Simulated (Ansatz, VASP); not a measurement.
**AgB2: VASP beside Ansatz**

```xyz
3
Lattice="3.0075 0.0000 0.0000 -1.5037 2.6045 0.0000 0.0000 0.0000 3.9429" Properties=species:S:1:pos:R:3 pbc="T T T"
Ag    0.0000    0.0000    0.0000
B     0.0000    1.7364    1.9714
B     1.5037    0.8682    1.9714
```

Alike in both runs: functional PBEsol; k mesh 14 × 14 × 10; occupations gaussian, width 0.05 eV; no spin polarisation.

Ansatz relaxed the structure, and its values are those at the end. VASP's run is a single point on that final structure, the one shown.

```csv
,VASP,Ansatz
version,VASP 6.6.1,Ansatz 0.2.0
potentials or method,"VASP PAW PBE potentials, release 64 (Ag, B), cutoff 520 eV","scalar-relativistic, plane waves, PAW"
valence electrons in the cell,17,25
```

```tsv
	VASP	Ansatz	Ansatz less VASP
gap on the k mesh at the Fermi level (eV)	none	none	-
pressure (GPa)	0.0	0.0	+0.02
```

VASP's potentials were made for PBE, not for PBEsol. A gap of «none» marks a metal or a gap that the smearing closes. VASP's potentials hold 17 valence electrons a cell and Ansatz's 25, so a difference there can come from the potentials and not from the codes.
